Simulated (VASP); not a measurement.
Write the native input for VASP 6.6.1 that does the following.

```
Task                   : single point
Functional             : PBE
Potentials or basis    : VASP PAW PBE potentials, release 64 (Re_sv_GW, Zn)
Cutoff                 : 500 eV
k mesh                 : 9 × 9 × 5
Occupations            : fermi-dirac, width 0.05 eV
Spin                   : no spin polarisation
Dipole correction      : no
Second run             : valence_matched
Further INCAR settings : ALGO = Normal; EDIFF = 1e-06; NBANDS = 20
```

The structure of ZnRe lies in POSCAR:

```
ZnRe
1.0
    2.7482183437      0.0000000000      0.0000000000
   -1.3741091718      2.3800269008      0.0000000000
    0.0000000000      0.0000000000      4.4491253400
Re Zn
1 1
Direct
    0.3333333333      0.6666666667      0.5000000000
    0.0000000000      0.0000000000      0.0000000000
```

These files were run (other wordings do the same):

INCAR

```
PREC     = Accurate       # precision mode
ENCUT    = 500            # plane-wave cutoff, eV
EDIFF    = 1E-6           # SCF threshold, eV
ISMEAR   = -1             # smearing method
SIGMA    = 0.05           # smearing width, eV
LREAL    = False          # projectors in reciprocal space
LASPH    = True           # aspherical terms in the spheres
NELM     = 120            # most SCF steps
ALGO     = Normal         # electronic algorithm
ISIF     = 2              # what is computed and relaxed
LWAVE    = False          # write WAVECAR
LCHARG   = False          # write CHGCAR
GGA      = PE             # functional
NBANDS   = 20             # bands
GGA_COMPAT= False
```

KPOINTS

```
regular mesh
0
Gamma
  9 9 5
```

Potentials or basis: VASP PAW PBE potentials, release 64 (Re_sv_GW, Zn).

The run is started by

```bash
$ cat potpaw_PBE.64/Re_sv_GW/POTCAR potpaw_PBE.64/Zn/POTCAR > POTCAR
$ mpirun -np 1 vasp_std > vasp.out
```

It gave:

| Quantity | Value |
| --- | --- |
| Pressure | -0.2 GPa |

Wall time 19 s on 1 thread of AMD EPYC 7R43 64-Core Processor (Zen 3) (shared host), peak memory 0.12 GiB.
